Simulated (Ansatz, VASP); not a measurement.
ZnSe: VASP beside Ansatz

```
Zn Se
1.0
     0.00000    2.86592    2.86592
     2.86592    0.00000    2.86592
     2.86592    2.86592    0.00000
Zn Se
1 1
Direct
  0.00000 0.00000 0.00000
  0.25000 0.25000 0.25000
```

Alike in both runs: task relaxation of cell and atoms; functional PBE; k mesh 8 × 8 × 8; no spin polarisation.

|  | VASP | Ansatz |
| --- | --- | --- |
| version | VASP 6.6.1 | Ansatz 0.2.0 |
| potentials or method | VASP PAW PBE potentials, release 64 (Zn, Se), cutoff 500 eV | scalar-relativistic, plane waves, PAW |
| occupations | gaussian, width 0.01 eV | fixed |
| valence electrons in the cell | 18 | 28 |

```csv
,VASP,Ansatz,Ansatz less VASP
"gap on the k mesh at the Fermi level, each at its own relaxed structure (eV)",1.14,1.15,+0.012
relaxed volume (Å³/atom),23.63,23.55,-0.081
relaxed cell length with the largest relative difference (Å),4.058,4.054,-0.0047
```

VASP's potentials hold 18 valence electrons a cell and Ansatz's 28, so a difference there can come from the potentials and not from the codes.
